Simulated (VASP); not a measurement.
Crystal: Be2Si.

```
CELL_PARAMETERS angstrom
0.00000 2.64138 2.64138
2.64138 0.00000 2.64138
2.64138 2.64138 0.00000
ATOMIC_POSITIONS crystal
Si 0.00000 0.00000 0.00000
Be 0.25000 0.25000 0.25000
Be 0.75000 0.75000 0.75000
```

Base run:

| Property | Result |
| --- | --- |
| Program | VASP 6.6.1 |
| Functional | PBEsol |
| Potentials or basis | VASP PAW PBE potentials, release 64 (Si, Be) |
| Cutoff | 600 eV |
| k mesh | 6 × 6 × 6 |
| Occupations | fermi-dirac, width 0.02 eV |
| Spin | no spin polarisation |

Its results: band gap on the k mesh zero (bands 4 and 5 overlap by 0.61 eV); pressure -1.1 GPa.

Problem. The run is repeated on the same cell with these changes: dispersion from none to D4. What comes out?

Solution. Band gap on the k mesh zero (bands 4 and 5 overlap by 0.61 eV); pressure 67.3 GPa.

Caveats: the PAW data sets were made with another functional, which shifts forces and pressure a little; the cell stands under pressure (at least some runs).
